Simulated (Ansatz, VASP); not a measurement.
## AlRu in VASP and in Ansatz

```
Al Ru
1.0
     3.60133    0.00000    0.00000
    -1.80067    3.11884    0.00000
     0.00000    0.00000    4.75845
Al Ru
2 2
Direct
  0.00000 0.00000 0.50000
  0.00000 0.00000 0.00000
  0.66667 0.33333 0.75000
  0.33333 0.66667 0.25000
```

Change from the starting cell: species swapped into the SnPt type (P6_3/mmc, No. 194).

Alike in both runs: task relaxation of cell and atoms; functional PBE; k mesh 6 × 6 × 4; occupations gaussian, width 0.1 eV; no spin polarisation.

```csv
,VASP,Ansatz
version,VASP 6.6.1,Ansatz 0.2.0
potentials or method,"VASP PAW PBE potentials, release 64 (Al, Ru_sv), cutoff 600 eV","scalar-relativistic, plane waves, PAW"
valence electrons in the cell,38,38
```

|  | VASP | Ansatz | Ansatz less VASP |
| --- | --- | --- | --- |
| gap on the k mesh at the Fermi level, each at its own relaxed structure (eV) | none | none | - |
| relaxed volume (Å³/atom) | 14.04 | 14.14 | +0.099 |
| relaxed cell length with the largest relative difference (Å) | 7.559 | 8.039 | +0.4797 |

A gap of «none» marks a metal or a gap that the smearing closes. One of these differences is far larger than is usual between the two programs; its cause wasn't traced.
